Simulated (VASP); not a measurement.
Set up this calculation in VASP 6.6.1, as the native input.

* Task: single point
* Functional: PBE
* Potentials or basis: VASP PAW PBE potentials, release 64 (Fe, N, Li_sv)
* Cutoff: 520 eV
* k mesh: 10 × 10 × 7
* Occupations: fermi-dirac, width 0.05 eV
* Spin: collinear spin, ferromagnetic start
* Starting moments: [3.0, 0.0, 0.0] μB
* Hubbard terms: Fe d U = 4.0 eV
* Dipole correction: no
* Further INCAR settings: ALGO = Fast; EDIFF = 1e-06; NBANDS = 19

The structure of LiFeN lies in POSCAR:

```
LiFeN
1.0
    3.1006003459      0.0000000000      0.0000000000
   -1.5503001729      2.6851986665      0.0000000000
    0.0000000000      0.0000000000      4.1453390000
Fe N Li
1 1 1
Direct
    0.3333333333      0.6666666667      0.5000000000
    0.0000000000      0.0000000000      0.5000000000
    0.0000000000      0.0000000000      0.0000000000
```

These files were run (other wordings do the same):

INCAR

```
SYSTEM = LiFeN
ALGO     = Fast           ! electronic algorithm
EDIFF    = 1E-6           ! SCF threshold, eV
ENCUT    = 520            ! plane-wave cutoff, eV
GGA      = PE             ! functional
ISIF     = 2              ! what is computed and relaxed
ISMEAR   = -1             ! smearing method
ISPIN    = 2              ! spin polarisation
LASPH    = .TRUE.         ! aspherical terms in the spheres
LCHARG   = .FALSE.        ! write CHGCAR
LDAU     = .TRUE.         ! DFT+U
LDAUJ    = 0 0 0        
LDAUL    = 2 -1 -1        ! shell
LDAUPRINT= 1            
LDAUTYPE = 2            
LDAUU    = 4 0 0          ! U, eV
LMAXMIX  = 4              ! l up to which the mixer works
LORBIT   = 11             ! projections on sites
LREAL    = .FALSE.        ! projectors in reciprocal space
LWAVE    = .FALSE.        ! write WAVECAR
MAGMOM   = 3 0 0          ! initial moments
NBANDS   = 19             ! bands
NELM     = 150            ! most SCF steps
PREC     = Accurate       ! precision mode
SIGMA    = 0.05           ! smearing width, eV
```

KPOINTS

```
k-points
0
G
  10 10 7
  0 0 0
```

Potentials or basis: VASP PAW PBE potentials, release 64 (Fe, N, Li_sv).

Launch:

```bash
$ cat potpaw_PBE.64/Fe/POTCAR potpaw_PBE.64/N/POTCAR potpaw_PBE.64/Li_sv/POTCAR > POTCAR
$ mpirun -np 1 vasp_std > vasp.out
```

Results of the run:

The net moment is 3.40 μB per cell. The site moments are Fe +3.31; N +0.09; Li -0.01 μB and the valence electrons inside the program's atomic spheres are Fe 7.63; N 3.81; Li 2.10.

Caveat: a cell with one magnetic atom can't hold antiferromagnetic order, which such compounds often take.

It took 58 s on 1 thread of Oxide Virtual Turin-like Processor (shared host), peak memory 0.16 GiB.
